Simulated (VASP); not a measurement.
## Pt: single point with PBEsol

Pt:

```
Pt
1.0
     0.00000    1.92914    1.92914
     1.92914    0.00000    1.92914
     1.92914    1.92914    0.00000
Pt
1
Direct
  0.00000 0.00000 0.00000
```

```
Program             : VASP 6.6.1
Task                : single point
Functional          : PBEsol
Potentials or basis : VASP PAW PBE potentials, release 64 (Pt)
Cutoff              : 520 eV
k mesh              : 22 × 22 × 22
Occupations         : gaussian, width 0.15 eV
Spin                : collinear spin
Starting moments    : [0.1] μB
Fixed moment        : 0.1 μB
```

```json
{
  "Pressure": "14.7 GPa",
  "Net moment": "0.10 μB per cell",
  "Site moments": "Pt +0.10 μB",
  "Valence electrons inside the program's atomic spheres": "Pt 9.42"
}
```

Wall time 3.1 min on 1 thread of Intel Xeon 8259CL (shared host), peak memory 0.22 GiB.

Caveat: the cell stands under pressure; the PAW data sets were made with another functional, which shifts forces and pressure a little; the total moment is fixed, so each spin has its own Fermi level and the state may be an excited one.
